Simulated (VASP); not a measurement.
# SnSe (CsCl type) (Pm-3m) in VASP: single point with PBE+D3(BJ)

Aim: the single point of SnSe (CsCl type) with PBE+D3(BJ).

Everything below comes from runs of VASP 6.6.1. Logs are shortened: lines on timing, memory, paths and dates and some standing lists are left out, and cuts for length are marked.

### Step 1. The cell of the first run

The structure is cubic, space group Pm-3m (No. 221). The conventional cell has a = 3.517 Å, b = 3.517 Å, c = 3.517 Å, α = 90.00°, β = 90.00°, γ = 90.00°. Sn (site symmetry m-3m) has 8 Se at 3.05 Å and 6 Sn at 3.52 Å within 4.0 Å. Within 4.0 Å of Se (site symmetry m-3m) lie 8 Sn at 3.05 Å and 6 Se at 3.52 Å.

### Step 2. Single point, PBE+D3(BJ) (21.75 Å³/atom)

Input file INCAR:

```
SYSTEM = SnSe
PREC     = Accurate       ! precision mode
ENCUT    = 520            ! plane-wave cutoff, eV
EDIFF    = 1E-7           ! SCF threshold, eV
ISMEAR   = 0              ! smearing method
SIGMA    = 0.1            ! smearing width, eV
LREAL    = .False.        ! projectors in reciprocal space
LASPH    = .True.         ! aspherical terms in the spheres
NELM     = 60             ! most SCF steps
ALGO     = Normal         ! electronic algorithm
ISIF     = 2              ! what is computed and relaxed
LWAVE    = .False.        ! write WAVECAR
LCHARG   = .False.        ! write CHGCAR
GGA      = PE             ! functional
IVDW     = 12             ! dispersion correction
NBANDS   = 17             ! bands
```

Input file KPOINTS:

```
regular mesh
0
Gamma
  20 20 20
  0 0 0
```

Input file POSCAR:

```
SnSe
1.0
    3.5168869895      0.0000000000      0.0000000000
    0.0000000000      3.5168869895      0.0000000000
    0.0000000000      0.0000000000      3.5168869895
Sn Se
1 1
Direct
    0.0000000000      0.0000000000      0.0000000000
    0.5000000000      0.5000000000      0.5000000000
```

Potentials or basis: VASP PAW PBE potentials, release 64 (Sn_d, Se).

Started as:

```
$ cat potpaw_PBE.64/Sn_d/POTCAR potpaw_PBE.64/Se/POTCAR > POTCAR
$ mpirun -np 1 vasp_std > vasp.out
```

OUTCAR:

```text
SYSTEM = SnSe
   PREC = Accurate
   ENCUT = 520
   EDIFF = 1E-7
   ISMEAR = 0
   LREAL = .False.
   LASPH = .True.
   NELM = 60
   ISIF = 2
   GGA = PE
   IVDW = 12
 IVDW          = 12

 ion  position               nearest neighbor table
   1  0.000  0.000  0.000-   2 3.05   2 3.05   2 3.05   2 3.05   2 3.05   2 3.05   2 3.05   2 3.05

   2  0.500  0.500  0.500-   1 3.05   1 3.05   1 3.05   1 3.05   1 3.05   1 3.05   1 3.05   1 3.05

  LATTYP: Found a simple cubic cell.
 ALAT       =     3.5168869895

  Lattice vectors:

 A1 = (   3.5168869895,   0.0000000000,   0.0000000000)
 A2 = (   0.0000000000,   3.5168869895,   0.0000000000)
 A3 = (   0.0000000000,   0.0000000000,   3.5168869895)

Analysis of symmetry for initial positions (statically):
=====================================================================
 Subroutine PRICEL returns:
 Original cell was already a primitive cell.

 Routine SETGRP: Setting up the symmetry group for a
 simple cubic supercell.

 Subroutine GETGRP returns: Found 48 space group operations
 (whereof 48 operations were pure point group operations)
 out of a pool of 48 trial point group operations.

The static configuration has the point symmetry O_h .

Analysis of symmetry for dynamics (positions and initial velocities):
=====================================================================
 Subroutine PRICEL returns:
 Original cell was already a primitive cell.

 Routine SETGRP: Setting up the symmetry group for a
 simple cubic supercell.

 Subroutine GETGRP returns: Found 48 space group operations
 (whereof 48 operations were pure point group operations)
 out of a pool of 48 trial point group operations.

The dynamic configuration has the point symmetry O_h .

 Subroutine INISYM returns: Found 48 space group operations
 (whereof 48 operations are pure point group operations),
 and found     1 'primitive' translations

----------------------------------------------------------------------------------------

                                     Primitive cell

  volume of cell :      43.4986

  direct lattice vectors                    reciprocal lattice vectors
     3.516886990  0.000000000  0.000000000     0.284342375  0.000000000  0.000000000
     0.000000000  3.516886990  0.000000000     0.000000000  0.284342375  0.000000000
     0.000000000  0.000000000  3.516886990     0.000000000  0.000000000  0.284342375

  length of vectors
     3.516886990  3.516886990  3.516886990     0.284342375  0.284342375  0.284342375

  position of ions in fractional coordinates (direct lattice)
     0.000000000  0.000000000  0.000000000
     0.500000000  0.500000000  0.500000000

  ion indices of the primitive-cell ions
   primitive index   ion index
                 1           1
                 2           2

----------------------------------------------------------------------------------------

 KPOINTS: regular mesh

Automatic generation of k-mesh.
 Grid dimensions read from file:
 generate k-points for:   20   20   20

 Generating k-lattice:

  Cartesian coordinates                     Fractional coordinates (reciprocal lattice)
     0.014217119  0.000000000  0.000000000     0.050000000  0.000000000  0.000000000
     0.000000000  0.014217119  0.000000000     0.000000000  0.050000000  0.000000000
     0.000000000  0.000000000  0.014217119     0.000000000  0.000000000  0.050000000

  Length of vectors
     0.014217119  0.014217119  0.014217119

  Shift w.r.t. Gamma in fractional coordinates (k-lattice)
     0.000000000  0.000000000  0.000000000

 Subroutine IBZKPT returns following result:
 ===========================================

 Found    286 irreducible k-points:

 Following reciprocal coordinates:
            Coordinates               Weight
  0.000000  0.000000  0.000000      1.000000
  0.050000  0.000000  0.000000      6.000000
  0.100000  0.000000  0.000000      6.000000
  0.150000  0.000000  0.000000      6.000000
  0.200000  0.000000  0.000000      6.000000
  0.250000  0.000000  0.000000      6.000000
[... 16 lines left out ...]
  0.150000  0.100000  0.000000     24.000000
  0.200000  0.100000  0.000000     24.000000
 [... further k-points ...]
   k-points           NKPTS =    286   k-points in BZ     NKDIM =    286   number of bands    NBANDS=     17
   number of dos      NEDOS =    301   number of ions     NIONS =      2
   total plane-waves  NPLWV =  21952
   dimension x,y,z NGX =    28 NGY =   28 NGZ =   28
   dimension x,y,z NGXF=    56 NGYF=   56 NGZF=   56
   ions per type =               1   1
   NGX,Y,Z   is equivalent  to a cutoff of  13.24, 13.24, 13.24 a.u.
   NGXF,Y,Z  is equivalent  to a cutoff of  26.47, 26.47, 26.47 a.u.
 SYSTEM =  SnSe
   PREC   = accura    normal or accurate (medium, high low for compatibility)
   ISTART =      0    job   : 0-new  1-cont  2-samecut
   ICHARG =      2    charge: 1-file 2-atom 10-const
   ISPIN  =      1    spin polarized calculation?
   LNONCOLLINEAR =      F non collinear calculations
   LSORBIT =      F    spin-orbit coupling
   LASPH  =      T    aspherical Exc in radial PAW
   ENCUT  =  520.0 eV  38.22 Ry    6.18 a.u.   6.54  6.54  6.54*2*pi/ulx,y,z
   NELM   =     60;   NELMIN=  2; NELMDL= -5     # of ELM steps
   EDIFF  = 0.1E-06   stopping-criterion for ELM
   LREAL  =      F    real-space projection
   EDIFFG = 0.1E-05   stopping-criterion for IOM
   NSW    =      0    number of steps for IOM
   IBRION =     -1    ionic relax: 0-MD 1-quasi-New 2-CG
   NFREE  =      0    steps in history (QN), initial steepest desc. (CG)
   ISIF   =      2    stress and relaxation
   ISYM   =      2    0-nonsym 1-usesym 2-fastsym
   POTIM  = 0.5000    time-step for ionic-motion
   TEBEG  =    0.0;   TEEND  =   0.0 temperature during run
   PSTRESS=    0.0 pullay stress
   NELECT =      20.0000    total number of electrons
   NUPDOWN=      -1.0000    fix difference up-down
   EMIN   =  10.00;   EMAX   =-10.00  energy-range for DOS
   EFERMI =   0.00;   METHOD = LEGACY
   ISMEAR =     0;   SIGMA  =   0.10  broadening in eV -4-tet -1-fermi 0-gaus
   EFERMI_NEDOS =   21; number of points for ismear=-14 and -15
   IALGO  =     38    algorithm
   IMIX   =      4    mixing-type and parameters
     AMIX     =   0.40;   BMIX     =  1.00
     AMIX_MAG =   1.60;   BMIX_MAG =  1.00
  volume/ion in A,a.u.               =      21.75       146.77
  Fermi-wavevector in a.u.,A,eV,Ry     =   1.263552  2.387767 21.722564  1.596563
  Thomas-Fermi vector in A             =   2.396903
   LORBIT       =      0    0 simple, 1 ext, 2 COOP (PROOUT), +10 PAW based schemes
   GGA     = PE    functional components
   LHFCALC =     F    Hartree Fock is set to
   AEXX    =    0.0000 exact exchange contribution
   IVDW    =    12    specifies the selected vdW correction
   LEPSILON=     F    determine dielectric tensor
   LRPA    =     F    only Hartree local field effects (RPA)
 non-spin polarized calculation
 Gauss-broadening in eV      SIGMA  =   0.10
  energy-cutoff  :      520.00
  volume of cell :       43.50
 maximum number of plane-waves:      1208
 NGX is ok and might be reduce to    28
   NGX = 13   NGY = 13   NGZ = 13

 number of electron      20.0000006 magnetization

 Free energy of the ion-electron system (eV)
  ---------------------------------------------------
  ext. energy  EPLUGINS =         0.00000000
  ---------------------------------------------------
  free energy    TOTEN  =        -7.55978774 eV

  energy without entropy =       -7.55385143  energy(sigma->0) =       -7.55681959

 E-fermi :   7.9834     XC(G=0): -10.8275

 val. band max:        7.9775546716   @ k =   0.3500   0.1500   0.0000
 cond. band min:       7.9875739470   @ k =   0.5000   0.3500   0.2500
 fundamental gap:      0.0100192754
 Fermi energy:         7.9834179495

 k-point     1 :       0.0000    0.0000    0.0000
  band No.  band energies     occupation
      1     -13.7236      2.00000
      2     -13.7236      2.00000
      3     -13.6105      2.00000
      4     -13.6105      2.00000
      5     -13.6105      2.00000
      6      -6.8404      2.00000
[... 9 lines left out ...]
     16      20.9233      0.00000
     17      20.9233      0.00000

 k-point     2 :       0.0500    0.0000    0.0000
  band No.  band energies     occupation
      1     -13.7235      2.00000
      2     -13.7214      2.00000
      3     -13.6113      2.00000
      4     -13.6113      2.00000
      5     -13.6104      2.00000
      6      -6.8177      2.00000
[... 9 lines left out ...]
     16      20.7828      0.00000
     17      20.7831      0.00000

 k-point     3 :       0.1000    0.0000    0.0000
  band No.  band energies     occupation
      1     -13.7231      2.00000
      2     -13.7147      2.00000
      3     -13.6137      2.00000
      4     -13.6137      2.00000
      5     -13.6102      2.00000
      6      -6.7502      2.00000
[... 9 lines left out ...]
     16      20.5740      0.00000
     17      20.5754      0.00000

 k-point     4 :       0.1500    0.0000    0.0000
  band No.  band energies     occupation
      1     -13.7226      2.00000
      2     -13.7043      2.00000
      3     -13.6174      2.00000
      4     -13.6174      2.00000
      5     -13.6099      2.00000
      6      -6.6401      2.00000
[... 9 lines left out ...]
     16      19.9166      0.00000
     17      20.4753      0.00000
[... 343 lines left out ...]
      1     -13.7185      2.00000
      2     -13.7099      2.00000
      3     -13.6172      2.00000
      4     -13.6137      2.00000
      5     -13.6131      2.00000
      6      -6.6604      2.00000
[... 9 lines left out ...]
     16      19.6923      0.00000
     17      19.7139      0.00000

 k-point    23 :       0.1500    0.1000    0.0000
  band No.  band energies     occupation
      1     -13.7167      2.00000
      2     -13.7007      2.00000
      3     -13.6211      2.00000
      4     -13.6171      2.00000
      5     -13.6130      2.00000
      6      -6.5509      2.00000
[... 9 lines left out ...]
     16      19.2852      0.00000
     17      19.4199      0.00000

 k-point    24 :       0.2000    0.1000    0.0000
  band No.  band energies     occupation
      1     -13.7156      2.00000
      2     -13.6880      2.00000
      3     -13.6262      2.00000
      4     -13.6217      2.00000
      5     -13.6125      2.00000
      6      -6.4030      2.00000
[... 9 lines left out ...]
     16      18.9087      0.00000
     17      19.2907      0.00000

 [... further k-points ...]

------------------------ aborting loop because EDIFF is reached ----------------------------------------

 Edisp (eV)   -0.88103

 E8    (eV) :    -0.3933

  FORCE on cell =-STRESS in cart. coord.  units (eV):
  Direction    XX          YY          ZZ          XY          YZ          ZX
  --------------------------------------------------------------------------------------
  -------------------------------------------------------------------------------------
  Total       1.51048     1.51048     1.51048     0.00000     0.00000     0.00000
  in kB      55.63525    55.63525    55.63525     0.00000     0.00000     0.00000
  external pressure =       55.64 kB  Pullay stress =        0.00 kB

 VOLUME and BASIS-vectors are now :
 -----------------------------------------------------------------------------
  energy-cutoff  :      520.00
  volume of cell :       43.50
      direct lattice vectors                 reciprocal lattice vectors
     3.516886990  0.000000000  0.000000000     0.284342375  0.000000000  0.000000000
     0.000000000  3.516886990  0.000000000     0.000000000  0.284342375  0.000000000
     0.000000000  0.000000000  3.516886990     0.000000000  0.000000000  0.284342375

 POSITION                                       TOTAL-FORCE (eV/Angst)
 -----------------------------------------------------------------------------------
      0.00000      0.00000      0.00000         0.000000      0.000000      0.000000
      1.75844      1.75844      1.75844         0.000000      0.000000      0.000000
 -----------------------------------------------------------------------------------
    total drift:                               -0.000000      0.000000     -0.000000

  FREE ENERGIE OF THE ION-ELECTRON SYSTEM (eV)
  ---------------------------------------------------
  free  energy   TOTEN  =        -8.4408189443 eV

  energy  without entropy=       -8.4348826344  energy(sigma->0) =       -8.43785079
```

It took 2.9 min on 1 thread of Intel Xeon 8259CL, shared host; peak memory 0.34 GiB.

Results:

* Free energy: -8.4408 eV
* Pressure: 5.6 GPa
* Band gap on the k mesh: zero (bands 10 and 11 overlap by 2.13 eV)
* Dispersion energy per atom: -0.441 eV

Caveat: the cell stands under pressure; spin-orbit coupling is left out, which moves the levels of the heavy elements.
